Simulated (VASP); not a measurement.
Wanted: the native input for a VASP 6.6.1 run.

| Property | Result |
| --- | --- |
| Task | relaxation of cell and atoms |
| Functional | PBE |
| Dispersion | D3(BJ) |
| Potentials or basis | VASP PAW PBE potentials, release 64 (B, P) |
| Cutoff | 600 eV |
| k mesh | 10 × 10 × 10 |
| Occupations | gaussian, width 0.02 eV |
| Spin | no spin polarisation |
| Dipole correction | no |
| Further INCAR settings | ALGO = Normal; EDIFF = 1e-06; IBRION = 2; EDIFFG = -0.005; NSW = 100; ISIF = 3 |

The structure of BP lies in POSCAR:

```
BP
1.0
    0.0000000000      2.2690000000      2.2690000000
    2.2690000000      0.0000000000      2.2690000000
    2.2690000000      2.2690000000      0.0000000000
B P
1 1
Direct
    0.0000000000      0.0000000000      0.0000000000
    0.7500000000      0.7500000000      0.7500000000
```

These files were run (other wordings do the same):

INCAR

```
  ALGO = Normal
  EDIFF = 1E-6
  EDIFFG = -0.005
  ENCUT = 600
  GGA = PE
  IBRION = 2
  ISIF = 3
  ISMEAR = 0
  IVDW = 12
  LASPH = T
  LCHARG = F
  LREAL = F
  LWAVE = F
  NELM = 60
  NSW = 100
  PREC = Accurate
  SIGMA = 0.02
```

KPOINTS

```
k-points
0
Gamma
  10 10 10
```

Potentials or basis: VASP PAW PBE potentials, release 64 (B, P).

Run with:

```sh
$ cat potpaw_PBE.64/B/POTCAR potpaw_PBE.64/P/POTCAR > POTCAR
$ mpirun -np 1 vasp_std > vasp.out
```

It gave:

- Relaxed volume: 11.43 Å³/atom
- Relaxed cell: a = 3.186 Å, b = 3.186 Å, c = 3.186 Å, α = 60.00°, β = 60.00°, γ = 60.00°
- Space group after relaxing (to 0.05 Å): F-43m (No. 216)
- Energy gained by relaxing: 2.8 meV/atom
- Ionic steps: 3
- Pressure after relaxing: 0.0 GPa
- Band gap on the k mesh: 1.21 eV, indirect (least direct gap 3.43 eV)
- Dispersion energy per atom: -0.331 eV

Wall time 37 s on 1 thread of Intel Xeon 8259CL, on a shared host, peak memory 0.16 GiB.
